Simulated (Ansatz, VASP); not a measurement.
**One calculation of Rb3AlAs2, two programs**

```
CELL_PARAMETERS angstrom
6.35940 0.00000 0.00000
-3.17970 5.50740 0.00000
0.00000 0.00000 10.86789
ATOMIC_POSITIONS crystal
Rb 0.33333 0.66667 0.50000
Rb 0.66667 0.33333 0.50000
Rb 0.00000 0.00000 0.00000
Al 0.00000 0.00000 0.50000
As 0.00000 0.00000 0.70550
As 0.00000 0.00000 0.29450
```

Alike in both runs: functional PBE; k mesh 6 × 6 × 2; occupations gaussian, width 0.1 eV; no spin polarisation.

Ansatz relaxed the structure, and its values are those at the end. VASP's run is a single point on that final structure, the one shown.

|  | VASP | Ansatz |
| --- | --- | --- |
| version | VASP 6.6.1 | Ansatz 0.2.0 |
| potentials or method | VASP PAW PBE potentials, release 64 (Rb_sv, Al, As), cutoff 520 eV | scalar-relativistic, plane waves, PAW |
| valence electrons in the cell | 40 | 60 |

Ansatz gave:

* gap on the k mesh at the Fermi level (eV): 0.70
* least direct gap on the mesh (eV): 0.76
* pressure (GPa): 0.2
* rms of the force components (eV/Å): 0.005

**Question.** What did VASP give for the same quantities?

**Answer.** gap on the k mesh at the Fermi level (eV): 0.70; least direct gap on the mesh (eV): 0.75; pressure (GPa): 0.3; rms of the force components (eV/Å): 0.015.

VASP's potentials hold 40 valence electrons a cell and Ansatz's 60, so a difference there can come from the potentials and not from the codes.
